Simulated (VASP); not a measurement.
Wanted: the native input for a VASP 6.6.1 run.

```yaml
Task: relaxation of cell and atoms
Functional: PBE
Potentials_or_basis: VASP PAW PBE potentials, release 64 (Si)
Cutoff: 600 eV
k_mesh: 14 × 14 × 7
Occupations: fermi-dirac, width 0.1 eV
Spin: no spin polarisation
Dipole_correction: no
Further_INCAR_settings: ALGO = Normal; EDIFF = 1e-07; IBRION = 2; EDIFFG = -0.03; NSW = 80; ISIF = 3
```

The structure of Si lies in POSCAR:

```
Si
1.0
    2.4440000000      0.0000000000      0.0000000000
   -1.2220000000      2.1165660868      0.0000000000
    0.0000000000      0.0000000000      4.1520000000
Si
2
Direct
    0.3333333333      0.6666666667      0.2500000000
    0.6666666667      0.3333333333      0.7500000000
```

This isn't the form of Si at room conditions, which is diamond.

One way to write it, as run:

INCAR

```
SYSTEM = Si
  PREC = Accurate
  ENCUT = 600
  EDIFF = 1E-7
  ISMEAR = -1
  SIGMA = 0.1
  LREAL = .FALSE.
  LASPH = .TRUE.
  NELM = 60
  ALGO = Normal
  ISIF = 3
  LWAVE = .FALSE.
  LCHARG = .FALSE.
  GGA = PE
  IBRION = 2
  NSW = 80
  EDIFFG = -0.03
```

KPOINTS

```
regular mesh
0
G
  14 14 7
  0 0 0
```

Potentials or basis: VASP PAW PBE potentials, release 64 (Si).

Command:

```sh
$ cat potpaw_PBE.64/Si/POTCAR > POTCAR
$ mpirun -np 1 vasp_std > vasp.out
```

It gave:

```
Relaxed volume                        : 14.38 Å³/atom
Relaxed cell                          : a = 2.655 Å, b = 2.655 Å, c = 4.712 Å, α = 90.00°, β = 90.00°, γ = 120.00°
Space group after relaxing (to 0.1 Å) : P6_3/mmc (No. 194)
Energy gained by relaxing             : 423.8 meV/atom
Ionic steps                           : 8
Pressure after relaxing               : 0.3 GPa
Band gap on the k mesh                : zero (bands 4 and 5 overlap by 12.15 eV)
```

Caveat: the volume moved by over 15 % at a fixed basis, so the end points are rough.

Wall time 33 s on 1 thread of Intel(R) Xeon(R) 6975P-C (Granite Rapids), with other jobs on the host, peak memory 0.14 GiB.
